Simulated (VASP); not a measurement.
# ScAlC4N4 (C2/m) in VASP: a series of runs

Runs on ScAlC4N4. Level: PBE. Tasks: single point.

Program: VASP 6.6.1. These are calculated values, not measurements. Logs are shortened: lines on timing, memory, paths and dates and some standing lists are left out, and cuts for length are marked.

### Step 1. The cell of the first run

Symmetry: C2/m, No. 12, monoclinic system. The conventional cell has a = 8.740 Å, b = 10.740 Å, c = 3.465 Å, α = 90.00°, β = 95.94°, γ = 90.00°. Within 2.9 Å of Sc (site symmetry 2/m) lie 6 N at 2.20 to 2.33 Å and 2 C at 2.78 Å. Al (site symmetry 2/m) has 4 C at 2.00 Å within 2.7 Å. Within 1.6 Å of C (site symmetry 2) lie 1 N at 1.17 Å. C (site symmetry m) has 1 N at 1.20 Å within 1.6 Å. Within 1.6 Å of N (site symmetry 2) lie 1 C at 1.17 Å. N (site symmetry m) has 1 C at 1.20 Å within 1.6 Å.

### Step 2. Single point, PBE

Input file INCAR:

```
ALGO = Normal
EDIFF = 1E-6
ENCUT = 520
GGA = PE
ISIF = 2
ISMEAR = 0
LASPH = True
LCHARG = False
LREAL = False
LWAVE = False
NBANDS = 36
NELM = 100
PREC = Accurate
SIGMA = 0.1
```

Input file KPOINTS:

```
k-points
0
Gamma
  4 4 4
```

Input file POSCAR:

```
ScAlC4N4
1.0
    4.3582548484     -5.3701527474      0.3233360893
    4.3582548484      5.3701527474      0.3233360893
   -0.6128724646      0.0000000000      3.4107685374
Sc Al C N
1 1 4 4
Direct
    0.5000000000      0.5000000000      0.0000000000
    0.0000000000      0.0000000000      0.0000000000
    0.1865025196      0.8134974804      0.0000000000
    0.8134974804      0.1865025196      0.0000000000
    0.7869496859      0.7869496859      0.7241054811
    0.2130503141      0.2130503141      0.2758945189
    0.2955123201      0.7044876799      0.0000000000
    0.7044876799      0.2955123201      0.0000000000
    0.6680929174      0.6680929174      0.5196800927
    0.3319070826      0.3319070826      0.4803199073
```

Potentials or basis: VASP PAW PBE potentials, release 64 (Sc_sv, Al, C, N).

On the command line:

```console
cat potpaw_PBE.64/Sc_sv/POTCAR potpaw_PBE.64/Al/POTCAR potpaw_PBE.64/C/POTCAR potpaw_PBE.64/N/POTCAR > POTCAR
mpirun -np 1 vasp_std > vasp.out
```

OUTCAR:

```text
EDIFF = 1E-6
   ENCUT = 520
   GGA = PE
   ISIF = 2
   ISMEAR = 0
   LASPH = True
   LREAL = False
   NELM = 100
   PREC = Accurate

 ion  position               nearest neighbor table
   1  0.500  0.500  0.000-   7 2.20   8 2.20   9 2.20  10 2.20  10 2.33   9 2.33
   2  0.000  0.000  0.000-   3 2.00   4 2.00   5 2.00   6 2.00
   3  0.187  0.813  0.000-   7 1.17   2 2.00
   4  0.813  0.187  0.000-   8 1.17   2 2.00
   5  0.787  0.787  0.724-   9 1.20   2 2.00
   6  0.213  0.213  0.276-  10 1.20   2 2.00
   7  0.296  0.704  0.000-   3 1.17   1 2.20
   8  0.704  0.296  0.000-   4 1.17   1 2.20
   9  0.668  0.668  0.520-   5 1.20   1 2.20   1 2.33
  10  0.332  0.332  0.480-   6 1.20   1 2.20   1 2.33

  LATTYP: Found a base centered monoclinic cell.
 ALAT       =     8.7404648733
 B/A-ratio  =     1.2288025466
 C/A-ratio  =     0.3964770662
 COS(beta)  =    -0.1035505885

  Lattice vectors:

 A1 = (   4.3582548484,  -5.3701527474,   0.3233360893)
 A2 = (   4.3582548484,   5.3701527474,   0.3233360893)
 A3 = (  -0.6128724646,   0.0000000000,   3.4107685374)

Analysis of symmetry for initial positions (statically):
=====================================================================
 Subroutine PRICEL returns:
 Original cell was already a primitive cell.

 Routine SETGRP: Setting up the symmetry group for a
 base centered monoclinic supercell.

 Subroutine GETGRP returns: Found  4 space group operations
 (whereof  4 operations were pure point group operations)
 out of a pool of  4 trial point group operations.

The static configuration has the point symmetry C_2h.

Analysis of symmetry for dynamics (positions and initial velocities):
=====================================================================
 Subroutine PRICEL returns:
 Original cell was already a primitive cell.

 Routine SETGRP: Setting up the symmetry group for a
 base centered monoclinic supercell.

 Subroutine GETGRP returns: Found  4 space group operations
 (whereof  4 operations were pure point group operations)
 out of a pool of  4 trial point group operations.

The dynamic configuration has the point symmetry C_2h.

 Subroutine INISYM returns: Found  4 space group operations
 (whereof  4 operations are pure point group operations),
 and found     1 'primitive' translations

----------------------------------------------------------------------------------------

                                     Primitive cell

  volume of cell :     161.7830

  direct lattice vectors                    reciprocal lattice vectors
     4.358254848 -5.370152747  0.323336089     0.113215554 -0.093107221  0.020343420
     4.358254848  5.370152747  0.323336089     0.113215554  0.093107221  0.020343420
    -0.612872465  0.000000000  3.410768537    -0.021465353  0.000000000  0.289331998

  length of vectors
     6.923689196  6.923689196  3.465393870     0.147988415  0.147988415  0.290127156

  position of ions in fractional coordinates (direct lattice)
     0.500000000  0.500000000  0.000000000
     0.000000000  0.000000000  0.000000000
     0.186502520  0.813497480  0.000000000
     0.813497480  0.186502520  0.000000000
     0.786949686  0.786949686  0.724105481
     0.213050314  0.213050314  0.275894519
     0.295512320  0.704487680  0.000000000
     0.704487680  0.295512320  0.000000000
     0.668092917  0.668092917  0.519680093
     0.331907083  0.331907083  0.480319907

  ion indices of the primitive-cell ions
   primitive index   ion index
                 1           1
                 2           2
                 3           3
                 4           4
                 5           5
                 6           6
                 7           7
                 8           8
                 9           9
                10          10

----------------------------------------------------------------------------------------

 KPOINTS: k-points

Automatic generation of k-mesh.
 Grid dimensions read from file:
 generate k-points for:    4    4    4

 Generating k-lattice:

  Cartesian coordinates                     Fractional coordinates (reciprocal lattice)
     0.028303889 -0.023276805  0.005085855     0.250000000  0.000000000  0.000000000
     0.028303889  0.023276805  0.005085855     0.000000000  0.250000000  0.000000000
    -0.005366338  0.000000000  0.072333000     0.000000000  0.000000000  0.250000000

  Length of vectors
     0.036997104  0.036997104  0.072531789

  Shift w.r.t. Gamma in fractional coordinates (k-lattice)
     0.000000000  0.000000000  0.000000000

 Subroutine IBZKPT returns following result:
 ===========================================

 Found     24 irreducible k-points:

 Following reciprocal coordinates:
            Coordinates               Weight
  0.000000  0.000000  0.000000      1.000000
  0.250000 -0.000000 -0.000000      4.000000
  0.500000 -0.000000 -0.000000      2.000000
  0.250000  0.250000 -0.000000      2.000000
  0.500000  0.250000  0.000000      4.000000
 -0.250000  0.250000  0.000000      2.000000
[... 16 lines left out ...]
 -0.250000  0.250000  0.500000      2.000000
  0.500000  0.500000  0.500000      1.000000
   k-points           NKPTS =     24   k-points in BZ     NKDIM =     24   number of bands    NBANDS=     36
   number of dos      NEDOS =    301   number of ions     NIONS =     10
   total plane-waves  NPLWV =  81648
   dimension x,y,z NGX =    54 NGY =   54 NGZ =   28
   dimension x,y,z NGXF=   108 NGYF=  108 NGZF=   56
   ions per type =               1   1   4   4
   NGX,Y,Z   is equivalent  to a cutoff of  12.97, 12.97, 13.43 a.u.
   NGXF,Y,Z  is equivalent  to a cutoff of  25.93, 25.93, 26.86 a.u.
 SYSTEM =  unknown system
   PREC   = accura    normal or accurate (medium, high low for compatibility)
   ISTART =      0    job   : 0-new  1-cont  2-samecut
   ICHARG =      2    charge: 1-file 2-atom 10-const
   ISPIN  =      1    spin polarized calculation?
   LNONCOLLINEAR =      F non collinear calculations
   LSORBIT =      F    spin-orbit coupling
   LASPH  =      T    aspherical Exc in radial PAW
   ENCUT  =  520.0 eV  38.22 Ry    6.18 a.u.  12.87 12.87  6.44*2*pi/ulx,y,z
   NELM   =    100;   NELMIN=  2; NELMDL= -5     # of ELM steps
   EDIFF  = 0.1E-05   stopping-criterion for ELM
   LREAL  =      F    real-space projection
   EDIFFG = 0.1E-04   stopping-criterion for IOM
   NSW    =      0    number of steps for IOM
   IBRION =     -1    ionic relax: 0-MD 1-quasi-New 2-CG
   NFREE  =      0    steps in history (QN), initial steepest desc. (CG)
   ISIF   =      2    stress and relaxation
   ISYM   =      2    0-nonsym 1-usesym 2-fastsym
   POTIM  = 0.5000    time-step for ionic-motion
   TEBEG  =    0.0;   TEEND  =   0.0 temperature during run
   PSTRESS=    0.0 pullay stress
   NELECT =      50.0000    total number of electrons
   NUPDOWN=      -1.0000    fix difference up-down
   EMIN   =  10.00;   EMAX   =-10.00  energy-range for DOS
   EFERMI =   0.00;   METHOD = LEGACY
   ISMEAR =     0;   SIGMA  =   0.10  broadening in eV -4-tet -1-fermi 0-gaus
   EFERMI_NEDOS =   21; number of points for ismear=-14 and -15
   IALGO  =     38    algorithm
   IMIX   =      4    mixing-type and parameters
     AMIX     =   0.40;   BMIX     =  1.00
     AMIX_MAG =   1.60;   BMIX_MAG =  1.00
  volume/ion in A,a.u.               =      16.18       109.18
  Fermi-wavevector in a.u.,A,eV,Ry     =   1.106846  2.091636 16.668610  1.225108
  Thomas-Fermi vector in A             =   2.243352
   LORBIT       =      0    0 simple, 1 ext, 2 COOP (PROOUT), +10 PAW based schemes
   GGA     = PE    functional components
   LHFCALC =     F    Hartree Fock is set to
   AEXX    =    0.0000 exact exchange contribution
   IVDW    =     0    specifies the selected vdW correction
   LEPSILON=     F    determine dielectric tensor
   LRPA    =     F    only Hartree local field effects (RPA)
 non-spin polarized calculation
 Gauss-broadening in eV      SIGMA  =   0.10
  energy-cutoff  :      520.00
  volume of cell :      161.78
 maximum number of plane-waves:      4384
 NGX is ok and might be reduce to    54
   NGX = 25   NGY = 25   NGZ = 13

 number of electron      50.0000007 magnetization

 Free energy of the ion-electron system (eV)
  ---------------------------------------------------
  ext. energy  EPLUGINS =         0.00000000
  ---------------------------------------------------
  free energy    TOTEN  =       -80.49950330 eV

  energy without entropy =      -80.49111210  energy(sigma->0) =      -80.49530770

 E-fermi :   1.9852     XC(G=0):  -8.2554

 val. band max:        1.9457602058   @ k =   0.2500   0.2500   0.2500
 cond. band min:       2.0167355632   @ k =   0.5000   0.2500   0.5000
 fundamental gap:      0.0709753573
 Fermi energy:         1.9852430304

 k-point     1 :       0.0000    0.0000    0.0000
  band No.  band energies     occupation
      1     -48.3893      2.00000
      2     -27.0912      2.00000
      3     -27.0515      2.00000
      4     -26.8974      2.00000
      5     -17.3718      2.00000
      6     -17.1670      2.00000
[... 28 lines left out ...]
     35       6.1319      0.00000
     36       6.3112      0.00000

 k-point     2 :       0.2500   -0.0000   -0.0000
  band No.  band energies     occupation
      1     -48.3893      2.00000
      2     -27.0912      2.00000
      3     -27.0515      2.00000
      4     -26.8974      2.00000
      5     -17.3619      2.00000
      6     -17.1728      2.00000
[... 28 lines left out ...]
     35       6.1025      0.00000
     36       6.1457      0.00000
[... 817 lines left out ...]
     35       6.2300      0.00000
     36       6.2805      0.00000

 k-point    24 :       0.5000    0.5000    0.5000
  band No.  band energies     occupation
      1     -48.3781      2.00000
      2     -27.0920      2.00000
      3     -27.0787      2.00000
      4     -26.9905      2.00000
      5     -17.1620      2.00000
      6     -17.0843      2.00000
[... 28 lines left out ...]
     35       6.1456      0.00000
     36       6.4217      0.00000

------------------------ aborting loop because EDIFF is reached ----------------------------------------

  FORCE on cell =-STRESS in cart. coord.  units (eV):
  Direction    XX          YY          ZZ          XY          YZ          ZX
  --------------------------------------------------------------------------------------
  -------------------------------------------------------------------------------------
  Total        0.3920165      0.7897572      0.2250109      0.0000000      0.0000000      0.2997708
  in kB        3.8822377      7.8211639      2.2283397      0.0000000      0.0000000      2.9687051
  external PRESSURE =       4.6439138 kB  Pullay stress =       0.0000000 kB

 VOLUME and BASIS-vectors are now :
 -----------------------------------------------------------------------------
  energy-cutoff  :      520.00
  volume of cell :      161.78
      direct lattice vectors                 reciprocal lattice vectors
     4.358254848 -5.370152747  0.323336089     0.113215554 -0.093107221  0.020343420
     4.358254848  5.370152747  0.323336089     0.113215554  0.093107221  0.020343420
    -0.612872465  0.000000000  3.410768537    -0.021465353  0.000000000  0.289331998

 POSITION                                       TOTAL-FORCE (eV/Angst)
 -----------------------------------------------------------------------------------
      4.35825      0.00000      0.32334        -0.000000      0.000000      0.000000
      0.00000      0.00000      0.00000        -0.000000      0.000000      0.000000
      4.35825      3.36706      0.32334        -0.000000      0.416471      0.000000
      4.35825     -3.36706      0.32334        -0.000000     -0.416471      0.000000
      6.41567      0.00000      2.97865         0.239854      0.000000      0.195111
      1.68797      0.00000      1.07879        -0.239854      0.000000     -0.195111
      4.35825      2.19626      0.32334        -0.000000     -0.361818      0.000000
      4.35825     -2.19626      0.32334        -0.000000      0.361818      0.000000
      5.50494      0.00000      2.20455        -0.185337      0.000000     -0.165993
      2.59870      0.00000      1.85290         0.185337      0.000000      0.165993
 -----------------------------------------------------------------------------------
    total drift:                                0.000000      0.000000     -0.000000

  FREE ENERGIE OF THE ION-ELECTRON SYSTEM (eV)
  ---------------------------------------------------
  free  energy   TOTEN  =       -80.4995032995 eV

  energy  without entropy=      -80.4911121024  energy(sigma->0) =      -80.49530770
```

Wall time 78 s (1 thread of Intel Xeon 6975P-C (Granite Rapids), shared host); peak memory 0.35 GiB.

Results:

```yaml
Free_energy: -80.4995 eV
Pressure: 0.5 GPa
Largest_force: 0.416 eV/Å
Band_gap_on_the_k_mesh: zero (band 25 reaches 2.02 eV, above the bottom of band 26 at 1.64 eV)
```

Forces on the atoms (eV/Å):
```
Sc   0.000  0.000  0.000
Al   0.000  0.000  0.000
C    0.000  0.416  0.000
C    0.000 -0.416  0.000
C    0.240  0.000  0.195
C   -0.240  0.000 -0.195
N    0.000 -0.362  0.000
N    0.000  0.362  0.000
N   -0.185  0.000 -0.166
N    0.185  0.000  0.166
```

Levels at points of the mesh, in eV from the Fermi level:
```csv
k point,band 22,band 23,band 24,band 25,band 26,band 27,band 28,band 29
"(0.00, 0.00, 0.00)",-4.29,-4.26,-4.24,-0.58,0.41,1.56,1.66,2.03
"(0.50, 0.00, 0.00)",-4.32,-4.24,-3.95,-0.39,1.01,1.28,1.49,1.57
"(0.50, 0.50, 0.00)",-4.38,-4.34,-4.22,-0.55,1.52,1.55,1.68,1.88
"(0.00, 0.00, 0.50)",-4.76,-4.41,-4.08,-0.57,0.55,1.21,1.71,1.92
"(0.50, 0.00, 0.50)",-4.60,-4.59,-3.95,-0.95,0.61,1.30,1.40,1.89
"(0.50, 0.50, 0.50)",-4.60,-4.57,-4.07,-0.82,-0.35,0.85,1.64,2.41
```

Caveat: the k points lie up to 0.46 Å⁻¹ apart.

### Step 3. Single point, PBE

This run uses another cell than the first one, of 17.11 Å³/atom, 1.057 times its volume.

Input file INCAR:

```
PREC = Accurate
ENCUT = 520
EDIFF = 1E-6
ISMEAR = 0
SIGMA = 0.1
LREAL = False
LASPH = True
NELM = 60
ALGO = Normal
ISIF = 2
LWAVE = False
LCHARG = False
GGA = PE
NBANDS = 36
```

Input file KPOINTS:

```
regular mesh
0
Gamma
  4 4 4
```

Input file POSCAR:

```
ScAlC4N4
1.0
    4.1171614200     -5.1650000000      0.0000000000
    4.1171614200      5.1650000000      0.0000000000
   -0.8774020000      0.0000000000      4.0225842300
Sc Al C N
1 1 4 4
Direct
    0.5000000000      0.5000000000      0.0000000000
    0.0000000000      0.0000000000      0.0000000000
    0.1815101600      0.8184898400      0.0000000000
    0.8184898400      0.1815101600      0.0000000000
    0.8184898400      0.8184898400      0.6369796700
    0.1815101600      0.1815101600      0.3630203300
    0.2947725100      0.7052274900      0.0000000000
    0.7052274900      0.2947725100      0.0000000000
    0.7052274900      0.7052274900      0.4104549900
    0.2947725100      0.2947725100      0.5895450100
```

Potentials or basis: VASP PAW PBE potentials, release 64 (Sc_sv, Al, C, N).

On the command line:

```console
cat potpaw_PBE.64/Sc_sv/POTCAR potpaw_PBE.64/Al/POTCAR potpaw_PBE.64/C/POTCAR potpaw_PBE.64/N/POTCAR > POTCAR
mpirun -np 1 vasp_std > vasp.out
```

OUTCAR:

```text
PREC = Accurate
   ENCUT = 520
   EDIFF = 1E-6
   ISMEAR = 0
   LREAL = False
   LASPH = True
   NELM = 60
   ISIF = 2
   GGA = PE

 ion  position               nearest neighbor table
   1  0.500  0.500  0.000-   7 2.12   8 2.12   9 2.12  10 2.12
   2  0.000  0.000  0.000-   3 1.87   4 1.87   5 1.87   6 1.87
   3  0.182  0.818  0.000-   7 1.17   2 1.87
   4  0.818  0.182  0.000-   8 1.17   2 1.87
   5  0.818  0.818  0.637-   9 1.17   2 1.87
   6  0.182  0.182  0.363-  10 1.17   2 1.87
[... 1156 lines left out ...]
  Total        4.5299931     12.1124608      8.3572061      0.0000000      0.0000000      8.2332903
  in kB       42.4233306    113.4330489     78.2651336      0.0000000      0.0000000     77.1046642
  external PRESSURE =      78.0405044 kB  Pullay stress =       0.0000000 kB

 VOLUME and BASIS-vectors are now :
 -----------------------------------------------------------------------------
  energy-cutoff  :      520.00
  volume of cell :      171.08
      direct lattice vectors                 reciprocal lattice vectors
     4.117161420 -5.165000000  0.000000000     0.121442895 -0.096805421  0.026489001
     4.117161420  5.165000000  0.000000000     0.121442895  0.096805421  0.026489001
    -0.877402000  0.000000000  4.022584230     0.000000000  0.000000000  0.248596410

 POSITION                                       TOTAL-FORCE (eV/Angst)
 -----------------------------------------------------------------------------------
      4.11716      0.00000      0.00000        -0.000000      0.000000      0.000000
      0.00000      0.00000      0.00000         0.000000      0.000000      0.000000
      4.11716      3.29000      0.00000        -0.000000     -0.656188      0.000000
      4.11716     -3.29000      0.00000        -0.000000      0.656188      0.000000
      6.18082      0.00000      2.56230         0.198160      0.000000      0.649732
      1.17610      0.00000      1.46028        -0.198160      0.000000     -0.649732
      4.11716      2.12000      0.00000         0.000000     -0.881116      0.000000
      4.11716     -2.12000      0.00000        -0.000000      0.881116      0.000000
      5.44694      0.00000      1.65109        -1.723810      0.000000     -1.406062
      1.90998      0.00000      2.37149         1.723810      0.000000      1.406062
 -----------------------------------------------------------------------------------
    total drift:                               -0.000000      0.000000      0.000000

  FREE ENERGIE OF THE ION-ELECTRON SYSTEM (eV)
  ---------------------------------------------------
  free  energy   TOTEN  =       -78.8436344130 eV

  energy  without entropy=      -78.8287607604  energy(sigma->0) =      -78.83619759
```

Run time: 75 s. Hardware: 1 thread of Intel Xeon 6975P-C (Granite Rapids), shared host; peak memory 0.35 GiB.

What came out:

```yaml
Free_energy: -78.8436 eV
Pressure: 7.8 GPa
Largest_force: 2.225 eV/Å
Band_gap_on_the_k_mesh: zero (band 25 reaches 2.19 eV, above the bottom of band 26 at 1.75 eV)
```

Forces on the atoms (eV/Å):
```
Sc   0.000  0.000  0.000
Al   0.000  0.000  0.000
C    0.000 -0.656  0.000
C    0.000  0.656  0.000
C    0.198  0.000  0.650
C   -0.198  0.000 -0.650
N    0.000 -0.881  0.000
N    0.000  0.881  0.000
N   -1.724  0.000 -1.406
N    1.724  0.000  1.406
```

Stress tensor (GPa, compression positive):
```
 4.24  0.00  7.71
 0.00 11.34  0.00
 7.71  0.00  7.83
```

Caveat: the k points lie up to 0.39 Å⁻¹ apart; forces of over 1 eV/Å act on the atoms, so gaps and moduli don't describe the material at rest.
